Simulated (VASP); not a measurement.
A run of VASP 6.6.1 is set up as follows.

File INCAR:

```
PREC = Accurate
ENCUT = 520
EDIFF = 1E-6
ISMEAR = 0
SIGMA = 0.15
LREAL = F
LASPH = T
NELM = 100
ALGO = Normal
ISIF = 2
LWAVE = F
LCHARG = F
GGA = PE
IVDW = 12
NBANDS = 18
```

File KPOINTS:

```
regular mesh
0
Gamma
  16 16 12
```

The input POSCAR:

```
P
1.0
    1.8792197371     -4.4271966501      0.0000000000
    1.8792197371      4.4271966501      0.0000000000
    0.0000000000      0.0000000000      4.1668618235
P
4
Direct
    0.1063803446      0.8936196554      0.9280972034
    0.6063803446      0.3936196554      0.5719027966
    0.8936196554      0.1063803446      0.0719027966
    0.3936196554      0.6063803446      0.4280972034
```

Potentials or basis: VASP PAW PBE potentials, release 64 (P).

The run is started by

```bash
$ cat potpaw_PBE.64/P/POTCAR > POTCAR
$ mpirun -np 1 vasp_std > vasp.out
```

(1) Estimate the largest force.

(2) Predict the pressure.

## Answers

(1) 4.124 eV/Å.

(2) 6.8 GPa.

Caveat: the cell differs from its parent crystal (strain +0.1312 x Voigt [1, -1, 0, 0, 0, 0]); the stress differs along the axes, from -14 to 38 GPa; forces of over 1 eV/Å act on the atoms, so gaps and moduli don't describe the material at rest.
